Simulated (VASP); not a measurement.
Input of a VASP 6.6.1 run:

INCAR

```
PREC = Accurate
ENCUT = 520
EDIFF = 1E-8
ISMEAR = -1
SIGMA = 0.15
LREAL = False
LASPH = True
NELM = 60
ALGO = Normal
ISIF = 2
LWAVE = False
LCHARG = False
GGA = PS
LEFG = True
NBANDS = 29
```

KPOINTS

```
Automatic mesh
0
Gamma
  12 12 12
```

POSCAR

```
Ni3O2
1.0
    2.8548497698      1.6482482830      1.9196006780
   -2.8548497698      1.6482482830      1.9196006780
    0.0000000000     -3.2964965662      1.9196006779
Ni O
3 2
Direct
    0.5000000000     -0.0000014191      1.0000014191
    1.0000014191      0.5000000000     -0.0000014191
   -0.0000014191      1.0000014191      0.5000000000
    0.2771997102      0.2771997102      0.2771997102
    0.7228002898      0.7228002898      0.7228002898
```

Potentials or basis: VASP PAW PBE potentials, release 64 (Ni, O).

Command:

```bash
$ cat potpaw_PBE.64/Ni/POTCAR potpaw_PBE.64/O/POTCAR > POTCAR
$ mpirun -np 1 vasp_std > vasp.out
```

Question: Predict the band gap on the k mesh.

Answer: Zero (band 21 reaches 6.82 eV, above the bottom of band 22 at 5.93 eV).

Question: Estimate the largest force.

Answer: 0.050 eV/Å.

Question: What does it give for the pressure?

Answer: 0.6 GPa.

Stress tensor (GPa, compression positive):
```
0.83 0.00 0.00
0.00 0.83 0.00
0.00 0.00 0.10
```

Caveat: without QUAD_EFG the Cq values of the log hold for a quadrupole moment of 1 mb, not for the nuclei; the PAW data sets were made with another functional, which shifts forces and pressure a little; the run has no spin polarisation, though such a crystal can be magnetic. Spin polarisation is off, so any magnetic state and its effect on volume and gap are missing.
